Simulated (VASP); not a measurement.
# Pt (P6_3/mmc) in VASP: a series of runs, part 2 of 2

VASP 6.6.1. The steps go on from the part before.

## 3. Single point, r2SCAN (strain +0.030 along x and y, +0.030 along z)

Contents of POSCAR:

```
Pt
1.0
    2.8149583939      0.0000000000      0.0000000000
   -1.4074791970      2.4378254797      0.0000000000
    0.0000000000      0.0000000000      4.9083138610
Pt
2
Direct
    0.6666666667      0.3333333333      0.7500000000
    0.3333333333      0.6666666667      0.2500000000
```

Contents of INCAR.step1:

```
PREC = Accurate
ENCUT = 520
ISMEAR = 0
SIGMA = 0.15
LREAL = False
LASPH = True
NELM = 80
NBANDS = 17
GGA = PE
ALGO = Normal
EDIFF = 1E-4
LWAVE = True
LCHARG = False
```

Contents of INCAR.step2:

```
PREC = Accurate
ENCUT = 520
EDIFF = 1E-6
ISMEAR = 0
SIGMA = 0.15
LREAL = False
LASPH = True
NELM = 80
ALGO = Normal
ISIF = 2
LWAVE = False
LCHARG = False
METAGGA = R2SCAN
LMIXTAU = True
NBANDS = 17
ISTART = 1
```

Contents of KPOINTS:

```
Automatic mesh
0
Gamma
  24 24 12
```

Potentials or basis: VASP PAW PBE potentials, release 64 (Pt).

Started as:

```
cat potpaw_PBE.64/Pt/POTCAR > POTCAR
cp INCAR.step1 INCAR
mpirun -np 1 vasp_std > vasp.out
cp INCAR.step2 INCAR
mpirun -np 1 vasp_std > vasp.out
```

OUTCAR:

```text
PREC = Accurate
   ENCUT = 520
   EDIFF = 1E-6
   ISMEAR = 0
   LREAL = False
   LASPH = True
   NELM = 80
   ISIF = 2
   METAGGA = R2SCAN
   ISTART = 1

 ion  position               nearest neighbor table
   1  0.667  0.333  0.750-   2 2.94   2 2.94   2 2.94   2 2.94   2 2.94   2 2.94
   2  0.333  0.667  0.250-   1 2.94   1 2.94   1 2.94   1 2.94   1 2.94   1 2.94

  LATTYP: Found a hexagonal cell.
 ALAT       =     2.8149583939
 C/A-ratio  =     1.7436541413

  Lattice vectors:

 A1 = (   2.8149583939,   0.0000000000,   0.0000000000)
 A2 = (  -1.4074791970,   2.4378254797,   0.0000000000)
 A3 = (   0.0000000000,   0.0000000000,   4.9083138610)

Analysis of symmetry for initial positions (statically):
=====================================================================
 Subroutine PRICEL returns:
 Original cell was already a primitive cell.

 Routine SETGRP: Setting up the symmetry group for a
 hexagonal supercell.

 Subroutine GETGRP returns: Found 24 space group operations
 (whereof 12 operations were pure point group operations)
 out of a pool of 24 trial point group operations.

The static configuration has the point symmetry D_3d.
 The point group associated with its full space group is D_6h.

Analysis of symmetry for dynamics (positions and initial velocities):
=====================================================================
 Subroutine PRICEL returns:
 Original cell was already a primitive cell.

 Routine SETGRP: Setting up the symmetry group for a
 hexagonal supercell.

 Subroutine GETGRP returns: Found 24 space group operations
 (whereof 12 operations were pure point group operations)
 out of a pool of 24 trial point group operations.

The dynamic configuration has the point symmetry D_3d.
 The point group associated with its full space group is D_6h.

 Subroutine INISYM returns: Found 24 space group operations
 (whereof 12 operations are pure point group operations),
 and found     1 'primitive' translations

----------------------------------------------------------------------------------------

                                     Primitive cell

  volume of cell :      33.6827

  direct lattice vectors                    reciprocal lattice vectors
     2.814958394  0.000000000  0.000000000     0.355245037  0.205100818  0.000000000
    -1.407479197  2.437825480  0.000000000     0.000000000  0.410201636  0.000000000
     0.000000000  0.000000000  4.908313861     0.000000000  0.000000000  0.203735953

  length of vectors
     2.814958394  2.814958394  4.908313861     0.410201636  0.410201636  0.203735953

  position of ions in fractional coordinates (direct lattice)
     0.666666667  0.333333333  0.750000000
     0.333333333  0.666666667  0.250000000

  ion indices of the primitive-cell ions
   primitive index   ion index
                 1           1
                 2           2

----------------------------------------------------------------------------------------

 KPOINTS: Automatic mesh

Automatic generation of k-mesh.
 Grid dimensions read from file:
 generate k-points for:   24   24   12

 Generating k-lattice:

  Cartesian coordinates                     Fractional coordinates (reciprocal lattice)
     0.014801877  0.008545867  0.000000000     0.041666667 -0.000000000  0.000000000
     0.000000000  0.017091735  0.000000000     0.000000000  0.041666667  0.000000000
     0.000000000  0.000000000  0.016977996     0.000000000  0.000000000  0.083333333

  Length of vectors
     0.017091735  0.017091735  0.016977996

  Shift w.r.t. Gamma in fractional coordinates (k-lattice)
     0.000000000  0.000000000  0.000000000

 Subroutine IBZKPT returns following result:
 ===========================================

 Found    427 irreducible k-points:

 Following reciprocal coordinates:
            Coordinates               Weight
  0.000000  0.000000  0.000000      1.000000
  0.041667 -0.000000  0.000000      6.000000
  0.083333 -0.000000  0.000000      6.000000
  0.125000  0.000000  0.000000      6.000000
  0.166667  0.000000  0.000000      6.000000
  0.208333 -0.000000  0.000000      6.000000
[... 16 lines left out ...]
  0.416667  0.041667  0.000000     12.000000
  0.458333  0.041667  0.000000     12.000000
 [... further k-points ...]
   k-points           NKPTS =    427   k-points in BZ     NKDIM =    427   number of bands    NBANDS=     17
   number of dos      NEDOS =    301   number of ions     NIONS =      2
   total plane-waves  NPLWV =  23040
   dimension x,y,z NGX =    24 NGY =   24 NGZ =   40
   dimension x,y,z NGXF=    48 NGYF=   48 NGZF=   80
   ions per type =               2
   NGX,Y,Z   is equivalent  to a cutoff of  14.17, 14.17, 13.55 a.u.
   NGXF,Y,Z  is equivalent  to a cutoff of  28.35, 28.35, 27.10 a.u.
 SYSTEM =  unknown system
   PREC   = accura    normal or accurate (medium, high low for compatibility)
   ISTART =      1    job   : 0-new  1-cont  2-samecut
   ICHARG =      0    charge: 1-file 2-atom 10-const
   ISPIN  =      1    spin polarized calculation?
   LNONCOLLINEAR =      F non collinear calculations
   LSORBIT =      F    spin-orbit coupling
   LASPH  =      T    aspherical Exc in radial PAW
   ENCUT  =  520.0 eV  38.22 Ry    6.18 a.u.   5.23  5.23  9.13*2*pi/ulx,y,z
   NELM   =     80;   NELMIN=  2; NELMDL=  0     # of ELM steps
   EDIFF  = 0.1E-05   stopping-criterion for ELM
   LREAL  =      F    real-space projection
   EDIFFG = 0.1E-04   stopping-criterion for IOM
   NSW    =      0    number of steps for IOM
   IBRION =     -1    ionic relax: 0-MD 1-quasi-New 2-CG
   NFREE  =      0    steps in history (QN), initial steepest desc. (CG)
   ISIF   =      2    stress and relaxation
   ISYM   =      2    0-nonsym 1-usesym 2-fastsym
   POTIM  = 0.5000    time-step for ionic-motion
   TEBEG  =    0.0;   TEEND  =   0.0 temperature during run
   PSTRESS=    0.0 pullay stress
   NELECT =      20.0000    total number of electrons
   NUPDOWN=      -1.0000    fix difference up-down
   EMIN   =  10.00;   EMAX   =-10.00  energy-range for DOS
   EFERMI =   0.00;   METHOD = LEGACY
   ISMEAR =     0;   SIGMA  =   0.15  broadening in eV -4-tet -1-fermi 0-gaus
   EFERMI_NEDOS =   21; number of points for ismear=-14 and -15
   IALGO  =     38    algorithm
   IMIX   =      4    mixing-type and parameters
     AMIX     =   0.40;   BMIX     =  1.00
     AMIX_MAG =   1.60;   BMIX_MAG =  1.00
  volume/ion in A,a.u.               =      16.84       113.65
  Fermi-wavevector in a.u.,A,eV,Ry     =   1.375992  2.600248 25.760639  1.893354
  Thomas-Fermi vector in A             =   2.501277
   LORBIT       =      0    0 simple, 1 ext, 2 COOP (PROOUT), +10 PAW based schemes
   METAGGA = R2SCAN    functional components
   LHFCALC =     F    Hartree Fock is set to
   AEXX    =    0.0000 exact exchange contribution
   IVDW    =     0    specifies the selected vdW correction
   LEPSILON=     F    determine dielectric tensor
   LRPA    =     F    only Hartree local field effects (RPA)
 non-spin polarized calculation
 Gauss-broadening in eV      SIGMA  =   0.15
  energy-cutoff  :      520.00
  volume of cell :       33.68
 maximum number of plane-waves:       924
 NGX is ok and might be reduce to    24
   NGX = 11   NGY = 11   NGZ = 19

 number of electron      19.9999996 magnetization

 Free energy of the ion-electron system (eV)
  ---------------------------------------------------
  ext. energy  EPLUGINS =         0.00000000
  ---------------------------------------------------
  free energy    TOTEN  =      -102.72510229 eV

  energy without entropy =     -102.68301910  energy(sigma->0) =     -102.70406070

 E-fermi :   8.9911     XC(G=0): -13.8473

 val. band max:        8.9903148963   @ k =   0.4167  -0.0000   0.0833
 cond. band min:       8.9913459114   @ k =   0.0417  -0.0000   0.1667
 fundamental gap:      0.0010310151
 Fermi energy:         8.9910961528

 k-point     1 :       0.0000    0.0000    0.0000
  band No.  band energies     occupation
      1      -0.2446      2.00000
      2       2.3275      2.00000
      3       5.3271      2.00000
      4       5.8093      2.00000
      5       5.8093      2.00000
      6       6.1333      2.00000
[... 9 lines left out ...]
     16      27.1784      0.00000
     17      30.3986      0.00000
[... 441 lines left out ...]
 k-point    24 :       0.4583    0.0417    0.0000
  band No.  band energies     occupation
      1       3.0496      2.00000
      2       3.1030      2.00000
      3       3.7706      2.00000
      4       5.8563      2.00000
      5       6.0851      2.00000
      6       6.2862      2.00000
[... 9 lines left out ...]
     16      21.4247      0.00000
     17      22.8314      0.00000

 [... further k-points ...]
[... 5 lines left out ...]
  --------------------------------------------------------------------------------------
  -------------------------------------------------------------------------------------
  Total       -3.9546602     -3.9546602     -3.4906068      0.0000000     -0.0000000     -0.0000000
  in kB     -188.1104138   -188.1104138   -166.0368906      0.0000000     -0.0000000     -0.0000000
  external PRESSURE =    -180.7525727 kB  Pullay stress =       0.0000000 kB

 VOLUME and BASIS-vectors are now :
 -----------------------------------------------------------------------------
  energy-cutoff  :      520.00
  volume of cell :       33.68
      direct lattice vectors                 reciprocal lattice vectors
     2.814958394  0.000000000  0.000000000     0.355245037  0.205100818  0.000000000
    -1.407479197  2.437825480  0.000000000     0.000000000  0.410201636  0.000000000
     0.000000000  0.000000000  4.908313861     0.000000000  0.000000000  0.203735953

 POSITION                                       TOTAL-FORCE (eV/Angst)
 -----------------------------------------------------------------------------------
      1.40748      0.81261      3.68124        -0.000000      0.000000      0.000000
     -0.00000      1.62522      1.22708         0.000000     -0.000000      0.000000
 -----------------------------------------------------------------------------------
    total drift:                               -0.000000      0.000000     -0.000000

  FREE ENERGIE OF THE ION-ELECTRON SYSTEM (eV)
  ---------------------------------------------------
  free  energy   TOTEN  =      -102.7251022876 eV

  energy  without entropy=     -102.6830191038  energy(sigma->0) =     -102.70406070
```

OSZICAR.step1:

```text
N       E                     dE             d eps       ncg     rms          rms(c)
DAV:   1     0.998808335883E+02    0.99881E+02   -0.10327E+04 14534   0.112E+03
DAV:   2    -0.108955293454E+02   -0.11078E+03   -0.10483E+03 15731   0.239E+02
DAV:   3    -0.127563595380E+02   -0.18608E+01   -0.18305E+01 17897   0.305E+01
DAV:   4    -0.127662508809E+02   -0.98913E-02   -0.98890E-02 17317   0.233E+00
DAV:   5    -0.127663534182E+02   -0.10254E-03   -0.10254E-03 17842   0.250E-01    0.133E+01
DAV:   6    -0.120570165704E+02    0.70934E+00   -0.12290E+00 15115   0.971E+00    0.712E+00
DAV:   7    -0.120060838932E+02    0.50933E-01   -0.14603E-01 17462   0.329E+00    0.298E+00
DAV:   8    -0.120012341208E+02    0.48498E-02   -0.13171E-02 15653   0.876E-01    0.659E-01
DAV:   9    -0.120009283936E+02    0.30573E-03   -0.29621E-04 16271   0.141E-01    0.545E-02
DAV:  10    -0.120009435455E+02   -0.15152E-04   -0.86675E-06  7769   0.219E-02
   1 F= -.12000944E+02 E0= -.11977367E+02  d E =-.471536E-01
```

It took 25 min on 1 thread of AMD EPYC 7R43 (Zen 3), shared host; peak memory 0.29 GiB.

What came out:

```
Free energy            : -102.7251 eV
Pressure               : -18.1 GPa
Band gap on the k mesh : zero (band 10 reaches 9.45 eV, above the bottom of band 11 at 8.21 eV)
```

Stress tensor (GPa, compression positive):
```
-18.81   0.00   0.00
  0.00 -18.81   0.00
  0.00   0.00 -16.60
```

Levels at points of the mesh, in eV from the Fermi level:
| k point | band 8 | band 9 | band 10 | band 11 | band 12 | band 13 |
| --- | --- | --- | --- | --- | --- | --- |
| (0.00, 0.00, 0.00) | -1.69 | -1.69 | -0.25 | -0.25 | -0.25 | 4.47 |
| (0.50, 0.00, 0.00) | -0.07 | 0.29 | 0.46 | 2.34 | 3.76 | 7.35 |
| (0.00, 0.00, 0.50) | -3.18 | -0.78 | -0.78 | -0.78 | -0.78 | 11.98 |
| (0.50, 0.00, 0.50) | -0.68 | 0.39 | 0.39 | 1.92 | 1.92 | 6.36 |

Caveat: the cell differs from its parent crystal (strain +0.030 along x and y, +0.030 along z); the PAW data sets were made with another functional, which shifts forces and pressure a little; spin-orbit coupling is left out, which moves the levels of the heavy elements.
